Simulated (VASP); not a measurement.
Write the native input for VASP 6.6.1 that does the following.

| Item | Value |
| --- | --- |
| Task | single point |
| Functional | BLYP |
| Potentials or basis | VASP PAW PBE potentials, release 64 (C) |
| Cutoff | 520 eV |
| k mesh | 11 × 11 × 15 |
| Occupations | fermi-dirac, width 0.1 eV |
| Spin | no spin polarisation |
| Dipole correction | no |
| Further INCAR settings | ALGO = Normal; EDIFF = 1e-07; NBANDS = 13 |

The structure of C lies in POSCAR:

```
C
1.0
    6.7444542424      0.0000000001      0.0000000000
   -3.3722271212      5.8408687085      0.0000000000
    0.0000000000      0.0000000000      1.2836122670
C
3
Direct
    0.0000000000      0.0000000000      0.0000000000
    0.3333333333      0.6666666667      0.5000000000
    0.6666666667      0.3333333333      0.5000000000
```

These files were run (other wordings do the same):

INCAR

```
SYSTEM = C
PREC = Accurate
ENCUT = 520
EDIFF = 1E-7
ISMEAR = -1
SIGMA = 0.1
LREAL = .FALSE.
LASPH = .TRUE.
NELM = 100
ALGO = Normal
ISIF = 2
LWAVE = .FALSE.
LCHARG = .TRUE.
GGA = B5
ALDAX = 1.0
AGGAX = 1.0
AGGAC = 1.0
ALDAC = 0.0
LELF = .TRUE.
LVHAR = .TRUE.
NBANDS = 13
```

KPOINTS

```
regular mesh
0
G
  11 11 15
  0 0 0
```

Potentials or basis: VASP PAW PBE potentials, release 64 (C).

Command:

```sh
$ cat potpaw_PBE.64/C/POTCAR > POTCAR
$ mpirun -np 1 vasp_std > vasp.out
```

It gave:

| Quantity | Value |
| --- | --- |
| Pressure | -0.3 GPa |
| Band gap on the k mesh | zero (band 6 reaches 8.73 eV, above the bottom of band 7 at -5.65 eV) |

Caveat: the PAW data sets were made with another functional, which shifts forces and pressure a little.

Run time: 53 s on 1 thread of AMD EPYC 9R14 (Zen 4), with other jobs on the host, peak memory 0.17 GiB.
